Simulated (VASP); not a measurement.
# Cu (Fm-3m) in VASP: further runs, part 2 of 2

VASP 6.6.1. The steps go on from the part before.

### Step 4. Relaxation of cell and atoms, LDA

Contents of INCAR:

```
SYSTEM = Cu
  ALGO = Normal
  EDIFF = 1E-7
  EDIFFG = -0.002
  ENCUT = 600
  GGA = CA
  GGA_COMPAT = .False.
  IBRION = 2
  ISIF = 3
  ISMEAR = 0
  LASPH = .True.
  LCHARG = .False.
  LREAL = .False.
  LWAVE = .False.
  NELM = 120
  NELMIN = 4
  NSW = 100
  PREC = Accurate
  SIGMA = 0.1
```

Contents of KPOINTS:

```
k-points
0
Gamma
  18 18 18
  0 0 0
```

Contents of POSCAR:

```
Cu
1.0
    0.0000000000      1.7598111927      1.7598111927
    1.7598111927      0.0000000000      1.7598111927
    1.7598111927      1.7598111927      0.0000000000
Cu
1
Direct
    0.0000000000      0.0000000000      0.0000000000
```

Potentials or basis: VASP PAW LDA potentials, release 64 (Cu).

Command:

```console
cat potpaw_LDA.64/Cu/POTCAR > POTCAR
mpirun -np 1 vasp_std > vasp.out
```

OUTCAR:

```text
SYSTEM = Cu
   EDIFF = 1E-7
   EDIFFG = -0.002
   ENCUT = 600
   GGA = CA
   IBRION = 2
   ISIF = 3
   ISMEAR = 0
   LASPH = .True.
   LREAL = .False.
   NELM = 120
   NELMIN = 4
   NSW = 100
   PREC = Accurate

 ion  position               nearest neighbor table
   1  0.000  0.000  0.000-

  LATTYP: Found a face centered cubic cell.
 ALAT       =     3.5196223854

  Lattice vectors:

 A1 = (   0.0000000000,   1.7598111927,   1.7598111927)
 A2 = (   1.7598111927,   0.0000000000,   1.7598111927)
 A3 = (   1.7598111927,   1.7598111927,   0.0000000000)

Analysis of symmetry for initial positions (statically):
=====================================================================
 Subroutine PRICEL returns:
 Original cell was already a primitive cell.

 Routine SETGRP: Setting up the symmetry group for a
 face centered cubic supercell.

 Subroutine GETGRP returns: Found 48 space group operations
 (whereof 48 operations were pure point group operations)
 out of a pool of 48 trial point group operations.

The static configuration has the point symmetry O_h .

Analysis of symmetry for dynamics (positions and initial velocities):
=====================================================================
 Subroutine PRICEL returns:
 Original cell was already a primitive cell.

 Routine SETGRP: Setting up the symmetry group for a
 face centered cubic supercell.

 Subroutine GETGRP returns: Found 48 space group operations
 (whereof 48 operations were pure point group operations)
 out of a pool of 48 trial point group operations.

The dynamic configuration has the point symmetry O_h .

 Subroutine INISYM returns: Found 48 space group operations
 (whereof 48 operations are pure point group operations),
 and found     1 'primitive' translations

----------------------------------------------------------------------------------------

                                     Primitive cell

  volume of cell :      10.9000

  direct lattice vectors                    reciprocal lattice vectors
     0.000000000  1.759811193  1.759811193    -0.284121389  0.284121389  0.284121389
     1.759811193  0.000000000  1.759811193     0.284121389 -0.284121389  0.284121389
     1.759811193  1.759811193  0.000000000     0.284121389  0.284121389 -0.284121389

  length of vectors
     2.488748856  2.488748856  2.488748856     0.492112681  0.492112681  0.492112681

  position of ions in fractional coordinates (direct lattice)
     0.000000000  0.000000000  0.000000000

  ion indices of the primitive-cell ions
   primitive index   ion index
                 1           1

----------------------------------------------------------------------------------------

 KPOINTS: k-points

Automatic generation of k-mesh.
 Grid dimensions read from file:
 generate k-points for:   18   18   18

 Generating k-lattice:

  Cartesian coordinates                     Fractional coordinates (reciprocal lattice)
    -0.015784522  0.015784522  0.015784522     0.055555556  0.000000000  0.000000000
     0.015784522 -0.015784522  0.015784522     0.000000000  0.055555556  0.000000000
     0.015784522  0.015784522 -0.015784522     0.000000000  0.000000000  0.055555556

  Length of vectors
[... 43 lines left out ...]
   NGX,Y,Z   is equivalent  to a cutoff of  13.36, 13.36, 13.36 a.u.
   NGXF,Y,Z  is equivalent  to a cutoff of  26.72, 26.72, 26.72 a.u.
 SYSTEM =  Cu
   PREC   = accura    normal or accurate (medium, high low for compatibility)
   ISTART =      0    job   : 0-new  1-cont  2-samecut
   ICHARG =      2    charge: 1-file 2-atom 10-const
   ISPIN  =      1    spin polarized calculation?
   LNONCOLLINEAR =      F non collinear calculations
   LSORBIT =      F    spin-orbit coupling
   LASPH  =      T    aspherical Exc in radial PAW
   ENCUT  =  600.0 eV  44.10 Ry    6.64 a.u.   4.97  4.97  4.97*2*pi/ulx,y,z
   NELM   =    120;   NELMIN=  4; NELMDL= -5     # of ELM steps
   EDIFF  = 0.1E-06   stopping-criterion for ELM
   LREAL  =      F    real-space projection
   EDIFFG = -.2E-02   stopping-criterion for IOM
   NSW    =    100    number of steps for IOM
   IBRION =      2    ionic relax: 0-MD 1-quasi-New 2-CG
   NFREE  =      1    steps in history (QN), initial steepest desc. (CG)
   ISIF   =      3    stress and relaxation
   ISYM   =      2    0-nonsym 1-usesym 2-fastsym
   POTIM  = 0.5000    time-step for ionic-motion
   TEBEG  =    0.0;   TEEND  =   0.0 temperature during run
   PSTRESS=    0.0 pullay stress
   NELECT =      11.0000    total number of electrons
   NUPDOWN=      -1.0000    fix difference up-down
   EMIN   =  10.00;   EMAX   =-10.00  energy-range for DOS
   EFERMI =   0.00;   METHOD = LEGACY
   ISMEAR =     0;   SIGMA  =   0.10  broadening in eV -4-tet -1-fermi 0-gaus
   EFERMI_NEDOS =   21; number of points for ismear=-14 and -15
   IALGO  =     38    algorithm
   IMIX   =      4    mixing-type and parameters
     AMIX     =   0.40;   BMIX     =  1.00
     AMIX_MAG =   1.60;   BMIX_MAG =  1.00
  volume/ion in A,a.u.               =      10.90        73.56
  Fermi-wavevector in a.u.,A,eV,Ry     =   1.642088  3.103096 36.687452  2.696452
  Thomas-Fermi vector in A             =   2.732449
   LORBIT       =      0    0 simple, 1 ext, 2 COOP (PROOUT), +10 PAW based schemes
   GGA     = CA    functional components
   LHFCALC =     F    Hartree Fock is set to
   AEXX    =    0.0000 exact exchange contribution
   IVDW    =     0    specifies the selected vdW correction
   LEPSILON=     F    determine dielectric tensor
   LRPA    =     F    only Hartree local field effects (RPA)
 conjugate gradient relaxation of ions
 non-spin polarized calculation
 Gauss-broadening in eV      SIGMA  =   0.10
  energy-cutoff  :      600.00
  volume of cell :       10.90
 maximum number of plane-waves:       375
   NGX =  9   NGY =  9   NGZ =  9

--------------------------------------- Ionic step        1  -------------------------------------------

 number of electron      10.9999999 magnetization

 Free energy of the ion-electron system (eV)
  ---------------------------------------------------
  ext. energy  EPLUGINS =         0.00000000
  ---------------------------------------------------
  free energy    TOTEN  =        -4.70816130 eV

  energy without entropy =       -4.70650655  energy(sigma->0) =       -4.70733393

------------------------ aborting loop because EDIFF is reached ----------------------------------------

  FORCE on cell =-STRESS in cart. coord.  units (eV):
  Direction    XX          YY          ZZ          XY          YZ          ZX
  --------------------------------------------------------------------------------------
  -------------------------------------------------------------------------------------
  Total        0.0536094      0.0536094      0.0536094      0.0000000      0.0000000     -0.0000000
  in kB        7.8799520      7.8799520      7.8799520      0.0000000      0.0000000     -0.0000000
  external PRESSURE =       7.8799520 kB  Pullay stress =       0.0000000 kB
[... 162 lines left out ...]
--------------------------------------- Ionic step        6  -------------------------------------------

 number of electron      11.0000001 magnetization

 Free energy of the ion-electron system (eV)
  ---------------------------------------------------
  ext. energy  EPLUGINS =         0.00000000
  ---------------------------------------------------
  free energy    TOTEN  =        -4.70827549 eV

  energy without entropy =       -4.70662620  energy(sigma->0) =       -4.70745085

 E-fermi :   8.3010     XC(G=0): -13.5528

 val. band max:        8.2829458014   @ k =   0.5000   0.3333   0.1667
 cond. band min:       8.3180725955   @ k =  -0.4444   0.1111   0.0556
 fundamental gap:      0.0351267941
 Fermi energy:         8.3009572190

 k-point     1 :       0.0000    0.0000    0.0000
  band No.  band energies     occupation
      1      -1.6109      2.00000
      2       5.0180      2.00000
      3       5.0180      2.00000
      4       5.0180      2.00000
      5       5.9606      2.00000
      6       5.9606      2.00000
      7      31.6121      0.00000
      8      34.6902      0.00000
      9      34.6902      0.00000
[... 265 lines left out ...]
 k-point    24 :      -0.2222    0.0556    0.0000
  band No.  band energies     occupation
      1       0.5644      2.00000
      2       4.6887      2.00000
      3       5.1971      2.00000
      4       5.2404      2.00000
      5       5.9018      2.00000
      6       6.1785      2.00000
      7      21.9682      0.00000
      8      29.1907      0.00000
      9      32.8975      0.00000

 [... further k-points ...]

------------------------ aborting loop because EDIFF is reached ----------------------------------------

  FORCE on cell =-STRESS in cart. coord.  units (eV):
  Direction    XX          YY          ZZ          XY          YZ          ZX
  --------------------------------------------------------------------------------------
  -------------------------------------------------------------------------------------
  Total        0.0015446      0.0015446      0.0015446     -0.0000000      0.0000000      0.0000000
  in kB        0.2260955      0.2260955      0.2260955     -0.0000000      0.0000000      0.0000000
  external PRESSURE =       0.2260955 kB  Pullay stress =       0.0000000 kB
[... 16 lines left out ...]
  FREE ENERGIE OF THE ION-ELECTRON SYSTEM (eV)
  ---------------------------------------------------
  free  energy   TOTEN  =        -4.7082754938 eV

  energy  without entropy=       -4.7066261973  energy(sigma->0) =       -4.70745085

 reached required accuracy - stopping structural energy minimisation
```

Wall time 1.7 min (1 thread of Intel Xeon 8259CL, shared host); peak memory 0.14 GiB.

Results:

| Quantity | Value |
| --- | --- |
| Free energy | -4.7083 eV |
| Relaxed volume | 10.95 Å³/atom |
| Relaxed cell | a = 2.492 Å, b = 2.492 Å, c = 2.492 Å, α = 60.00°, β = 60.00°, γ = 60.00° |
| Space group after relaxing (to 0.1 Å) | Fm-3m (No. 225) |
| Energy gained by relaxing | 0.1 meV/atom |
| Ionic steps | 6 |
| Pressure after relaxing | 0.0 GPa |
| Band gap on the k mesh | zero (an odd number of electrons rules out a gap without spin polarisation) |

The path:
| step | energy change (eV) | largest force (eV/Å) | pressure (GPa) | volume (Å³) |
| --- | --- | --- | --- | --- |
| 1 | 0.0000 | 0.0000 | 0.79 | 10.90 |
| 2 | 0.0000 | 0.0000 | -0.63 | 10.98 |
| 3 | -0.0001 | 0.0000 | -0.05 | 10.95 |
| 4 | -0.0001 | 0.0000 | 0.05 | 10.94 |
| 5 | -0.0001 | 0.0000 | 0.03 | 10.95 |
| 6 | -0.0001 | 0.0000 | 0.02 | 10.95 |

Final structure:
```cif
data_structure
_symmetry_space_group_name_H-M 'P 1'
_symmetry_Int_Tables_number 1
_cell_length_a 2.4922
_cell_length_b 2.4922
_cell_length_c 2.4922
_cell_angle_alpha 60.000
_cell_angle_beta 60.000
_cell_angle_gamma 60.000
_cell_volume 10.95
loop_
_atom_site_label
_atom_site_type_symbol
_atom_site_fract_x
_atom_site_fract_y
_atom_site_fract_z
_atom_site_occupancy
Cu1 Cu 0.00000 0.00000 0.00000 1
```

Levels at points of the mesh, in eV from the Fermi level:
```csv
k point,band 4,band 5,band 6,band 7,band 8,band 9
"(0.00, 0.00, 0.00)",-3.28,-2.34,-2.34,23.31,26.39,26.39
"(0.50, 0.00, 0.00)",-1.70,-1.70,-1.18,4.16,21.79,23.15
"(0.50, 0.50, 0.00)",-1.54,-1.54,1.46,7.69,13.63,13.63
```

### Step 5. Relaxation of cell and atoms, LDA

Contents of INCAR:

```
SYSTEM = Cu
PREC     = Accurate       ! precision mode
ENCUT    = 600            ! plane-wave cutoff, eV
EDIFF    = 1E-7           ! SCF threshold, eV
ISMEAR   = -1             ! smearing method
SIGMA    = 0.15           ! smearing width, eV
LREAL    = .FALSE.        ! projectors in reciprocal space
LASPH    = .TRUE.         ! aspherical terms in the spheres
NELM     = 120            ! most SCF steps
ALGO     = Normal         ! electronic algorithm
ISIF     = 3              ! what is computed and relaxed
LWAVE    = .FALSE.        ! write WAVECAR
LCHARG   = .FALSE.        ! write CHGCAR
IBRION   = 2              ! ionic algorithm
NSW      = 80             ! ionic steps
EDIFFG   = -0.001         ! ionic threshold
GGA_COMPAT= .FALSE.      
NELMIN   = 4
```

Contents of KPOINTS:

```
Automatic mesh
0
G
  18 18 18
  0 0 0
```

Contents of POSCAR:

```
Cu
1.0
    0.0000000000      1.7592131580      1.7592131580
    1.7592131580      0.0000000000      1.7592131580
    1.7592131580      1.7592131580      0.0000000000
Cu
1
Direct
    0.0000000000      0.0000000000      0.0000000000
```

Potentials or basis: VASP PAW LDA potentials, release 64 (Cu).

Command:

```console
cat potpaw_LDA.64/Cu/POTCAR > POTCAR
mpirun -np 1 vasp_std > vasp.out
```

OUTCAR:

```text
SYSTEM = Cu
   PREC = Accurate
   ENCUT = 600
   EDIFF = 1E-7
   ISMEAR = -1
   LREAL = .FALSE.
   LASPH = .TRUE.
   NELM = 120
   ISIF = 3
   IBRION = 2
   NSW = 80
   EDIFFG = -0.001
   NELMIN = 4

 ion  position               nearest neighbor table
   1  0.000  0.000  0.000-

  LATTYP: Found a face centered cubic cell.
 ALAT       =     3.5184263160

  Lattice vectors:

 A1 = (   0.0000000000,   1.7592131580,   1.7592131580)
 A2 = (   1.7592131580,   0.0000000000,   1.7592131580)
 A3 = (   1.7592131580,   1.7592131580,   0.0000000000)

Analysis of symmetry for initial positions (statically):
=====================================================================
 Subroutine PRICEL returns:
 Original cell was already a primitive cell.

 Routine SETGRP: Setting up the symmetry group for a
 face centered cubic supercell.

 Subroutine GETGRP returns: Found 48 space group operations
 (whereof 48 operations were pure point group operations)
 out of a pool of 48 trial point group operations.

The static configuration has the point symmetry O_h .

Analysis of symmetry for dynamics (positions and initial velocities):
=====================================================================
 Subroutine PRICEL returns:
[... 330 lines left out ...]
--------------------------------------- Ionic step       11  -------------------------------------------

 number of electron      11.0000001 magnetization

 Free energy of the ion-electron system (eV)
  ---------------------------------------------------
  ext. energy  EPLUGINS =         0.00000000
  ---------------------------------------------------
  free energy    TOTEN  =        -4.71859585 eV

  energy without entropy =       -4.69733778  energy(sigma->0) =       -4.70796682

 E-fermi :   8.3384     XC(G=0): -13.5532

 val. band max:        8.3359759774   @ k =   0.5000   0.2778   0.1111
 cond. band min:       8.3820981936   @ k =   0.4444   0.3889   0.0000
 fundamental gap:      0.0461222163
 Fermi energy:         8.3384162773

 k-point     1 :       0.0000    0.0000    0.0000
  band No.  band energies     occupation
      1      -1.6115      2.00000
      2       5.0099      2.00000
      3       5.0099      2.00000
      4       5.0099      2.00000
      5       5.9519      2.00000
      6       5.9519      2.00000
      7      31.6111      0.00000
      8      34.6877      0.00000
      9      34.6877      0.00000
[... 265 lines left out ...]
 k-point    24 :      -0.2222    0.0556    0.0000
  band No.  band energies     occupation
      1       0.5635      2.00000
      2       4.6813      2.00000
      3       5.1890      2.00000
      4       5.2322      2.00000
      5       5.8932      2.00000
      6       6.1697      2.00000
      7      21.9649      0.00000
      8      29.1880      0.00000
      9      32.8957      0.00000

 [... further k-points ...]

------------------------ aborting loop because EDIFF is reached ----------------------------------------

  FORCE on cell =-STRESS in cart. coord.  units (eV):
  Direction    XX          YY          ZZ          XY          YZ          ZX
  --------------------------------------------------------------------------------------
  -------------------------------------------------------------------------------------
  Total        0.0009185      0.0009185      0.0009185      0.0000000      0.0000000      0.0000000
  in kB        0.1344439      0.1344439      0.1344439      0.0000000      0.0000000      0.0000000
  external PRESSURE =       0.1344439 kB  Pullay stress =       0.0000000 kB
[... 16 lines left out ...]
  FREE ENERGIE OF THE ION-ELECTRON SYSTEM (eV)
  ---------------------------------------------------
  free  energy   TOTEN  =        -4.7185958544 eV

  energy  without entropy=       -4.6973377823  energy(sigma->0) =       -4.70796682

 reached required accuracy - stopping structural energy minimisation
```

CONTCAR:

```text
Cu
   1.00000000000000
    -0.0000000000000000    1.7622738863052254    1.7622738863052254
     1.7622738863052254    0.0000000000000000    1.7622738863052254
     1.7622738863052254    1.7622738863052254    0.0000000000000000
  Cu
     1
Direct
     0.0000000000000000    0.0000000000000000    0.0000000000000000

  0.00000000E+00  0.00000000E+00  0.00000000E+00
```

Wall time 2.6 min (1 thread of Intel Xeon 8259CL, shared host); peak memory 0.14 GiB.

What came out:

* Free energy: -4.7186 eV
* Relaxed volume: 10.95 Å³/atom
* Relaxed cell: a = 2.492 Å, b = 2.492 Å, c = 2.492 Å, α = 60.00°, β = 60.00°, γ = 60.00°
* Space group after relaxing (to 0.1 Å): Fm-3m (No. 225)
* Energy gained by relaxing: 0.2 meV/atom
* Ionic steps: 11
* Pressure after relaxing: 0.0 GPa
* Band gap on the k mesh: zero (an odd number of electrons rules out a gap without spin polarisation)

Step by step:
```csv
step,energy change (eV),largest force (eV/Å),pressure (GPa),volume (Å³)
1,0.0000,0.0000,0.99,10.89
2,-0.0001,0.0000,-0.80,10.99
3,-0.0002,0.0000,-0.07,10.95
4,-0.0002,0.0000,0.06,10.94
5,-0.0002,0.0000,0.05,10.94
6,-0.0002,0.0000,0.03,10.94
7,-0.0002,0.0000,0.02,10.95
8,-0.0002,0.0000,0.02,10.95
9,-0.0002,0.0000,0.02,10.95
10,-0.0002,0.0000,0.02,10.95
11,-0.0002,0.0000,0.01,10.95
```

Final structure:
```cif
data_structure
_symmetry_space_group_name_H-M 'P 1'
_symmetry_Int_Tables_number 1
_cell_length_a 2.4922
_cell_length_b 2.4922
_cell_length_c 2.4922
_cell_angle_alpha 60.000
_cell_angle_beta 60.000
_cell_angle_gamma 60.000
_cell_volume 10.95
loop_
_atom_site_label
_atom_site_type_symbol
_atom_site_fract_x
_atom_site_fract_y
_atom_site_fract_z
_atom_site_occupancy
Cu1 Cu 0.00000 0.00000 0.00000 1
```

### Step 6. The runs side by side

```tsv
task	cell	smearing	gap on the mesh (eV)	pressure (GPa)	relaxed volume (Å³/atom)
single point	a = 2.488 Å, angles 60.0°, 1 atom	gaussian 0.1 eV	none	1.0	-
single point	a = 2.488 Å, angles 60.0°, 1 atom	fermi-dirac 0.15 eV	none	1.0	-
relaxation of cell and atoms	relaxed from a = 2.489 Å, angles 60.0°, 1 atom	gaussian 0.1 eV	none	0.0	10.95
relaxation of cell and atoms	relaxed from a = 2.488 Å, angles 60.0°, 1 atom	fermi-dirac 0.15 eV	none	0.0	10.95
```

Alike in all rows: level LDA; potentials or basis VASP PAW LDA potentials, release 64 (Cu); no spin polarisation; k mesh 18 × 18 × 18; cutoff (eV) 600.

Total energies depend on the potentials used, so only differences within one code and one set of settings carry meaning.

The gap in the log of VASP goes by the Fermi energy; the results here count the filled bands.